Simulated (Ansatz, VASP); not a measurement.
**CoO: VASP beside Ansatz**

```xyz
2
Lattice="0.0000 2.0676 2.1315 2.0676 0.0000 2.1315 2.0676 2.0676 0.0000" Properties=species:S:1:pos:R:3 pbc="T T T"
Co    0.0000    0.0000    0.0000
O     2.0676    2.0676    2.1315
```

Alike in both runs: task single point; functional PBE; k mesh 14 × 14 × 14; collinear spin.

```csv
,VASP,Ansatz
version,VASP 6.6.1,Ansatz 0.2.0
potentials or method,"VASP PAW PBE potentials, release 64 (Co, O), cutoff 520 eV","plane waves, PAW"
occupations,"methfessel-paxton of order 1, width 0.15 eV","cold, width 0.15 eV"
valence electrons in the cell,15,23
```

|  | VASP | Ansatz | Ansatz less VASP |
| --- | --- | --- | --- |
| pressure (GPa) | 8.1 | 8.9 | +0.80 |
| traceless stress, the component that is largest in VASP (GPa) | -0.98 | -1.03 | -0.048 |
| net moment per atom (μB) | 1.34 | 1.37 | +0.024 |
| size of the moment on the site where the two differ most (μB) | 2.40 | 2.33 | -0.062 |

Site moments also hang on the region over which each program counts them. VASP's potentials hold 15 valence electrons a cell and Ansatz's 23, so a difference there can come from the potentials and not from the codes. Ansatz's warnings: given moment on shells, stability check not made.
